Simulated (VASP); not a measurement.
# SrAs2H2 in VASP: density of states with PBE

Aim: the density of states of SrAs2H2 with PBE.

All numbers are computed with VASP 6.6.1; they aren't measurements. Logs are shortened: lines on timing, memory, paths and dates and some standing lists are left out, and cuts for length are marked.

## Step 1: The cell of the first run

The typed cell holds 5 atoms: a = 4.526 Å, b = 4.526 Å, c = 4.841 Å, α = 90.00°, β = 90.00°, γ = 60.00°.

## Step 2: Density of states, PBE

POSCAR reads:

```
SrAs2H2
1.0
    2.2631740000      3.9199290000      0.0000000000
   -2.2631740000      3.9199290000      0.0000000000
    0.0000000000      0.0000000000      4.8414150000
As H Sr
2 2 1
Direct
    0.3333000000      0.3334000000      0.4656000000
    0.6667000000      0.6666000000      0.5344000000
    0.3333000000      0.3334000000      0.1067000000
    0.6667000000      0.6666000000      0.8933000000
    0.0000000000      0.0000000000      0.0000000000
```

INCAR.step1 reads:

```
SYSTEM = SrAs2H2
PREC = Accurate ; ENCUT = 520
EDIFF = 1E-7 ; ISMEAR = -5
SIGMA = 0.1 ; LREAL = .False.
LASPH = .True. ; NELM = 80
ALGO = Normal ; ISIF = 2
LWAVE = .False. ; LCHARG = .True.
GGA = PE ; NBANDS = 19
```

KPOINTS.step1 reads:

```
Automatic mesh
0
Gamma
  7 7 5
  0 0 0
```

INCAR.step2 reads:

```
SYSTEM = SrAs2H2
PREC = Accurate ; ENCUT = 520
EDIFF = 1E-7 ; ISMEAR = -5
SIGMA = 0.1 ; LREAL = .False.
LASPH = .True. ; NELM = 80
ALGO = Normal ; ISIF = 2
LWAVE = .False. ; LCHARG = .False.
GGA = PE ; LORBIT = 10
NBANDS = 19 ; NEDOS = 2001
ICHARG = 11
```

KPOINTS.step2 reads:

```
Automatic mesh
0
Gamma
  11 11 8
  0 0 0
```

Potentials or basis: VASP PAW PBE potentials, release 64 (As, H, Sr_sv).

Run with:

```
$ cat potpaw_PBE.64/As/POTCAR potpaw_PBE.64/H/POTCAR potpaw_PBE.64/Sr_sv/POTCAR > POTCAR
$ cp INCAR.step1 INCAR
$ cp KPOINTS.step1 KPOINTS
$ mpirun -np 1 vasp_std > vasp.out
$ cp INCAR.step2 INCAR
$ cp KPOINTS.step2 KPOINTS
$ mpirun -np 1 vasp_std > vasp.out
```

OUTCAR:

```text
SYSTEM = SrAs2H2
   PREC = Accurate
   ENCUT = 520
   EDIFF = 1E-7
   ISMEAR = -5
   LREAL = .False.
   LASPH = .True.
   NELM = 80
   ISIF = 2
   GGA = PE
   LORBIT = 10
   ICHARG = 11

 ion  position               nearest neighbor table
   1  0.333  0.333  0.466-   3 1.74   2 2.63   2 2.63   2 2.63   5 3.45   5 3.45   5 3.45   5 3.68
                             5 3.68   5 3.68
   2  0.667  0.667  0.534-   4 1.74   1 2.63   1 2.63   1 2.63   5 3.45   5 3.45   5 3.45   5 3.68
                             5 3.68   5 3.68
   3  0.333  0.333  0.107-   1 1.74   5 2.66   5 2.66   5 2.66
   4  0.667  0.667  0.893-   2 1.74   5 2.66   5 2.66   5 2.66
   5  0.000  0.000  0.000-   3 2.66   4 2.66   3 2.66   4 2.66   3 2.66   4 2.66   2 3.45   1 3.45
                             2 3.45   1 3.45   1 3.45   2 3.45   2 3.68   1 3.68   1 3.68   2 3.68

  LATTYP: Found a hexagonal cell.
 ALAT       =     4.5263450950
 C/A-ratio  =     1.0696080167

  Lattice vectors:

 A1 = (   2.2631740000,  -3.9199290000,   0.0000000000)
 A2 = (   2.2631740000,   3.9199290000,   0.0000000000)
 A3 = (   0.0000000000,   0.0000000000,   4.8414150000)

Analysis of symmetry for initial positions (statically):
=====================================================================
 Subroutine PRICEL returns:
 Original cell was already a primitive cell.

 Routine SETGRP: Setting up the symmetry group for a
 hexagonal supercell.

 Subroutine GETGRP returns: Found  4 space group operations
 (whereof  4 operations were pure point group operations)
 out of a pool of 24 trial point group operations.

The static configuration has the point symmetry C_2h.

Analysis of symmetry for dynamics (positions and initial velocities):
=====================================================================
 Subroutine PRICEL returns:
 Original cell was already a primitive cell.

 Routine SETGRP: Setting up the symmetry group for a
 hexagonal supercell.

 Subroutine GETGRP returns: Found  4 space group operations
 (whereof  4 operations were pure point group operations)
 out of a pool of 24 trial point group operations.

The dynamic configuration has the point symmetry C_2h.

 Subroutine INISYM returns: Found  4 space group operations
 (whereof  4 operations are pure point group operations),
 and found     1 'primitive' translations

----------------------------------------------------------------------------------------

                                     Primitive cell

  volume of cell :      85.9010

  direct lattice vectors                    reciprocal lattice vectors
     2.263174000  3.919929000  0.000000000     0.220928660  0.127553331  0.000000000
    -2.263174000  3.919929000  0.000000000    -0.220928660  0.127553331  0.000000000
     0.000000000  0.000000000  4.841415000     0.000000000  0.000000000  0.206551184

  length of vectors
     4.526345095  4.526345095  4.841415000     0.255106498  0.255106498  0.206551184

  position of ions in fractional coordinates (direct lattice)
     0.333300000  0.333400000  0.465600000
     0.666700000  0.666600000  0.534400000
     0.333300000  0.333400000  0.106700000
     0.666700000  0.666600000  0.893300000
     0.000000000  0.000000000  0.000000000

  ion indices of the primitive-cell ions
   primitive index   ion index
                 1           1
                 2           2
                 3           3
                 4           4
                 5           5

----------------------------------------------------------------------------------------

 KPOINTS: Automatic mesh

Automatic generation of k-mesh.
 Grid dimensions read from file:
 generate k-points for:   11   11    8

 Generating k-lattice:

  Cartesian coordinates                     Fractional coordinates (reciprocal lattice)
     0.020084424  0.011595757  0.000000000     0.090909091  0.000000000  0.000000000
    -0.020084424  0.011595757  0.000000000     0.000000000  0.090909091  0.000000000
     0.000000000  0.000000000  0.025818898     0.000000000  0.000000000  0.125000000

  Length of vectors
     0.023191500  0.023191500  0.025818898

  Shift w.r.t. Gamma in fractional coordinates (k-lattice)
     0.000000000  0.000000000  0.000000000

 TETIRR: Found   2900 inequivalent tetrahedra from     5808

 Subroutine IBZKPT returns following result:
 ===========================================

 Found    270 irreducible k-points:

 Following reciprocal coordinates:
            Coordinates               Weight
  0.000000  0.000000  0.000000      1.000000
  0.090909  0.000000  0.000000      4.000000
  0.000000  0.090909  0.000000      2.000000
  0.181818  0.000000  0.000000      4.000000
  0.000000  0.181818  0.000000      2.000000
  0.272727  0.000000  0.000000      4.000000
[... 16 lines left out ...]
 -0.454545  0.090909  0.000000      4.000000
 -0.090909  0.454545  0.000000      2.000000
 [... further k-points ...]
   k-points           NKPTS =    270   k-points in BZ     NKDIM =    270   number of bands    NBANDS=     19
   number of dos      NEDOS =   2001   number of ions     NIONS =      5
   total plane-waves  NPLWV =  46656
   dimension x,y,z NGX =    36 NGY =   36 NGZ =   36
   dimension x,y,z NGXF=    72 NGYF=   72 NGZF=   72
   ions per type =               2   2   1
   NGX,Y,Z   is equivalent  to a cutoff of  13.22, 13.22, 12.36 a.u.
   NGXF,Y,Z  is equivalent  to a cutoff of  26.44, 26.44, 24.72 a.u.
 SYSTEM =  SrAs2H2
   PREC   = accura    normal or accurate (medium, high low for compatibility)
   ISTART =      0    job   : 0-new  1-cont  2-samecut
   ICHARG =     11    charge: 1-file 2-atom 10-const
   ISPIN  =      1    spin polarized calculation?
   LNONCOLLINEAR =      F non collinear calculations
   LSORBIT =      F    spin-orbit coupling
   LASPH  =      T    aspherical Exc in radial PAW
   ENCUT  =  520.0 eV  38.22 Ry    6.18 a.u.   8.42  8.42  9.00*2*pi/ulx,y,z
   NELM   =     80;   NELMIN=  2; NELMDL=  0     # of ELM steps
   EDIFF  = 0.1E-06   stopping-criterion for ELM
   LREAL  =      F    real-space projection
   EDIFFG = 0.1E-05   stopping-criterion for IOM
   NSW    =      0    number of steps for IOM
   IBRION =     -1    ionic relax: 0-MD 1-quasi-New 2-CG
   NFREE  =      0    steps in history (QN), initial steepest desc. (CG)
   ISIF   =      2    stress and relaxation
   ISYM   =      2    0-nonsym 1-usesym 2-fastsym
   POTIM  = 0.5000    time-step for ionic-motion
   TEBEG  =    0.0;   TEEND  =   0.0 temperature during run
   PSTRESS=    0.0 pullay stress
   NELECT =      22.0000    total number of electrons
   NUPDOWN=      -1.0000    fix difference up-down
   EMIN   =  10.00;   EMAX   =-10.00  energy-range for DOS
   EFERMI =   0.00;   METHOD = LEGACY
   ISMEAR =    -5;   SIGMA  =   0.10  broadening in eV -4-tet -1-fermi 0-gaus
   EFERMI_NEDOS =   21; number of points for ismear=-14 and -15
   IALGO  =     38    algorithm
   IMIX   =      4    mixing-type and parameters
     AMIX     =   0.40;   BMIX     =  1.00
     AMIX_MAG =   1.60;   BMIX_MAG =  1.00
  volume/ion in A,a.u.               =      17.18       115.94
  Fermi-wavevector in a.u.,A,eV,Ry     =   1.039640  1.964634 14.705870  1.080851
  Thomas-Fermi vector in A             =   2.174179
   LORBIT       =     10    0 simple, 1 ext, 2 COOP (PROOUT), +10 PAW based schemes
   GGA     = PE    functional components
   LHFCALC =     F    Hartree Fock is set to
   AEXX    =    0.0000 exact exchange contribution
   IVDW    =     0    specifies the selected vdW correction
   LEPSILON=     F    determine dielectric tensor
   LRPA    =     F    only Hartree local field effects (RPA)
 non-spin polarized calculation
 Fermi weights with tetrahedron method with Bloechl corrections
  energy-cutoff  :      520.00
  volume of cell :       85.90
 maximum number of plane-waves:      2358
 NGX is ok and might be reduce to    36

 number of electron      21.9999999 magnetization

 Free energy of the ion-electron system (eV)
  ---------------------------------------------------
  ext. energy  EPLUGINS =         0.00000000
  ---------------------------------------------------
  free energy    TOTEN  =       -17.68245942 eV

  energy without entropy =      -17.68245942  energy(sigma->0) =      -17.68245942

 E-fermi :   4.5398     XC(G=0):  -9.4461

 val. band max:        4.6132771090   @ k =   0.2727   0.2727   0.1250
 cond. band min:       4.4816504831   @ k =   0.1818   0.0909   0.5000
 fundamental gap:     -0.1316266259
 Fermi energy:         4.5397702795

 k-point     1 :       0.0000    0.0000    0.0000
  band No.  band energies     occupation
      1     -31.6805      2.00000
      2     -13.7467      2.00000
      3     -13.6513      2.00000
      4     -13.6506      2.00000
      5      -9.6597      2.00000
      6      -4.6592      2.00000
[... 11 lines left out ...]
     18       7.9041      0.00000
     19       7.9052      0.00000

 k-point     2 :       0.0909    0.0000    0.0000
  band No.  band energies     occupation
      1     -31.6801      2.00000
      2     -13.7448      2.00000
      3     -13.6649      2.00000
      4     -13.6533      2.00000
      5      -9.5896      2.00000
      6      -4.8315      2.00000
[... 11 lines left out ...]
     18       7.8117      0.00000
     19       7.9645      0.00000

 k-point     3 :       0.0000    0.0909    0.0000
  band No.  band energies     occupation
      1     -31.6801      2.00000
      2     -13.7448      2.00000
      3     -13.6654      2.00000
      4     -13.6528      2.00000
      5      -9.5896      2.00000
      6      -4.8314      2.00000
[... 11 lines left out ...]
     18       7.8124      0.00000
     19       7.9643      0.00000

 k-point     4 :       0.1818    0.0000    0.0000
  band No.  band energies     occupation
      1     -31.6789      2.00000
      2     -13.7395      2.00000
      3     -13.7017      2.00000
      4     -13.6591      2.00000
      5      -9.3862      2.00000
      6      -5.2818      2.00000
[... 11 lines left out ...]
     18       8.1673      0.00000
     19       8.8440      0.00000

 k-point     5 :       0.0000    0.1818    0.0000
  band No.  band energies     occupation
      1     -31.6789      2.00000
      2     -13.7395      2.00000
      3     -13.7022      2.00000
      4     -13.6586      2.00000
      5      -9.3863      2.00000
      6      -5.2813      2.00000
[... 11 lines left out ...]
     18       8.1666      0.00000
     19       8.8440      0.00000
[... 334 lines left out ...]
      2     -13.8002      2.00000
      3     -13.7228      2.00000
      4     -13.6841      2.00000
      5      -8.4344      2.00000
      6      -6.8036      2.00000
[... 11 lines left out ...]
     18       9.7954      0.00000
     19      10.0118      0.00000

 k-point    22 :      -0.0909    0.3636    0.0000
  band No.  band energies     occupation
      1     -31.6753      2.00000
      2     -13.8006      2.00000
      3     -13.7228      2.00000
      4     -13.6837      2.00000
      5      -8.4352      2.00000
      6      -6.8020      2.00000
[... 11 lines left out ...]
     18       9.7947      0.00000
     19      10.0093      0.00000

 k-point    23 :      -0.4545    0.0909    0.0000
  band No.  band energies     occupation
      1     -31.6749      2.00000
      2     -13.8111      2.00000
      3     -13.7209      2.00000
      4     -13.6870      2.00000
      5      -8.2007      2.00000
      6      -7.0927      2.00000
[... 11 lines left out ...]
     18       9.7937      0.00000
     19      10.0985      0.00000

 k-point    24 :      -0.0909    0.4545    0.0000
  band No.  band energies     occupation
      1     -31.6749      2.00000
      2     -13.8116      2.00000
      3     -13.7209      2.00000
      4     -13.6866      2.00000
      5      -8.2024      2.00000
      6      -7.0900      2.00000
[... 11 lines left out ...]
     18       9.7935      0.00000
     19      10.0984      0.00000

 [... further k-points ...]

------------------------ aborting loop because EDIFF is reached ----------------------------------------

  FORCE on cell =-STRESS in cart. coord.  units (eV):
  Direction    XX          YY          ZZ          XY          YZ          ZX
  --------------------------------------------------------------------------------------
  -------------------------------------------------------------------------------------
  Total        2.4368228      2.4403198      0.7157756      0.0030321      0.0012001     -0.0020786
  in kB       45.4502298     45.5154530     13.3502382      0.0565524      0.0223832     -0.0387689
  external PRESSURE =      34.7719736 kB  Pullay stress =       0.0000000 kB

 VOLUME and BASIS-vectors are now :
 -----------------------------------------------------------------------------
  energy-cutoff  :      520.00
  volume of cell :       85.90
      direct lattice vectors                 reciprocal lattice vectors
     2.263174000  3.919929000  0.000000000     0.220928660  0.127553331  0.000000000
    -2.263174000  3.919929000  0.000000000    -0.220928660  0.127553331  0.000000000
     0.000000000  0.000000000  4.841415000     0.000000000  0.000000000  0.206551184

 POSITION                                       TOTAL-FORCE (eV/Angst)
 -----------------------------------------------------------------------------------
     -0.00023      2.61342      2.25416        -0.002273      0.001312      1.038336
      0.00023      5.22644      2.58725         0.002273     -0.001312     -1.038336
     -0.00023      2.61342      0.51658         0.001060     -0.000612     -0.709103
      0.00023      5.22644      4.32484        -0.001060      0.000612      0.709103
      0.00000      0.00000      0.00000        -0.000000     -0.000000      0.000000
 -----------------------------------------------------------------------------------
    total drift:                                0.000000      0.000000      0.000000

  FREE ENERGIE OF THE ION-ELECTRON SYSTEM (eV)
  ---------------------------------------------------
  free  energy   TOTEN  =       -17.6824594225 eV

  energy  without entropy=      -17.6824594225  energy(sigma->0) =      -17.68245942

 total charge

# of ion       s       p       d       tot
------------------------------------------
    1        1.321   1.352   0.060   2.733
    2        1.321   1.352   0.060   2.733
    3        0.499   0.014   0.000   0.513
    4        0.499   0.014   0.000   0.513
    5        2.004   5.757   0.226   7.986
--------------------------------------------------
tot          5.644   8.488   0.345  14.476
```

Run time: 7.8 min. Hardware: 1 thread of Oxide Virtual Turin-like, shared host; peak memory 0.53 GiB.

Results:

```
Valence electrons inside the program's atomic spheres : As 2.73; H 0.51; Sr 7.99
```

Caveat: tetrahedron occupations give inexact forces and stress in metals.
